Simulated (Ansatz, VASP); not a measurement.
## One calculation of CdS, two programs

```
CELL_PARAMETERS angstrom
4.26117 0.00000 0.00000
-2.13058 3.69028 0.00000
0.00000 0.00000 5.80417
ATOMIC_POSITIONS crystal
Cd 0.00000 0.00000 0.44269
S 0.66667 0.33333 0.43431
```

Alike in both runs: task single point; functional LDA; k mesh 6 × 6 × 4; no spin polarisation.

|  | VASP | Ansatz |
| --- | --- | --- |
| version | VASP 6.6.1 | Ansatz 0.2.0 |
| potentials or method | VASP PAW LDA potentials, release 64 (Cd, S), cutoff 520 eV | plane waves, PAW |
| occupations | gaussian, width 0.01 eV | fixed |
| valence electrons in the cell | 18 | 26 |

|  | VASP | Ansatz | Ansatz less VASP |
| --- | --- | --- | --- |
| gap on the k mesh at the Fermi level (eV) | 1.27 | 1.24 | -0.030 |

LDA's correlation is that of Perdew and Zunger in VASP and of Perdew and Wang (1992) in Ansatz. VASP's potentials hold 18 valence electrons a cell and Ansatz's 26, so a difference there can come from the potentials and not from the codes.
